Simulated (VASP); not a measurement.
## Si: single point with r2SCAN

Si:

```xyz
4
Lattice="-3.3254 3.3254 1.9224 3.3254 -3.3254 1.9224 3.3254 3.3254 -1.9224" Properties=species:S:1:pos:R:3 pbc="T T T"
Si    0.9771    0.9771   -0.6000
Si    2.1363    2.1363    1.9224
Si    2.1363   -2.1363    1.9224
Si   -2.1363    2.1363    1.9224
```

This cell differs from its parent crystal: atom 1 (Si) moved by (-0.300, -0.600) A along [1 1 0] and z.

```yaml
Program: VASP 6.6.1
Task: single point
Functional: r2SCAN
Potentials_or_basis: VASP PAW PBE potentials, release 64 (Si)
Cutoff: 520 eV
k_mesh: 10 × 10 × 10
Occupations: gaussian, width 0.03 eV
Spin: no spin polarisation
Dipole_correction: no
Further_INCAR_settings: ALGO = Normal; EDIFF = 1e-06; NBANDS = 16
```

```
Pressure               : 4.3 GPa
Largest force          : 3.340 eV/Å
Band gap on the k mesh : zero (bands 8 and 9 overlap by 0.96 eV)
```

Forces on the atoms (eV/Å):
```
Si  -0.082 -0.082  3.081
Si   1.238  1.238 -2.844
Si  -0.822 -0.334 -0.119
Si  -0.334 -0.822 -0.119
```

Stress tensor (GPa, compression positive):
```
 5.85  0.90 -4.84
 0.90  5.85 -4.84
-4.84 -4.84  1.28
```

Levels at points of the mesh, in eV from the Fermi level:
| k point | band 6 | band 7 | band 8 | band 9 | band 10 | band 11 |
| --- | --- | --- | --- | --- | --- | --- |
| (0.00, 0.00, 0.00) | -2.13 | -0.81 | -0.06 | 0.37 | 1.57 | 1.61 |
| (0.50, 0.00, 0.00) | -4.57 | -2.51 | -1.49 | 0.55 | 2.58 | 2.75 |
| (0.50, 0.00, 0.50) | -3.63 | -2.76 | -2.14 | 1.00 | 1.68 | 2.28 |
| (0.50, 0.50, 0.00) | -2.51 | -2.03 | -0.06 | 0.77 | 1.55 | 2.02 |
| (0.00, 0.00, 0.50) | -2.75 | -1.91 | -0.72 | 0.82 | 1.59 | 1.80 |
| (0.50, 0.50, 0.50) | -1.43 | -0.63 | 0.03 | 1.53 | 3.26 | 3.30 |

It took 17 min on 1 thread of AMD EPYC 9R45 (Zen 5), with other jobs on the host, peak memory 0.4 GiB.

Caveat: the cell differs from its parent crystal (atom 1 (Si) moved by (-0.300, -0.600) A along [1 1 0] and z); the cell stands under pressure; the PAW data sets were made with another functional, which shifts forces and pressure a little.
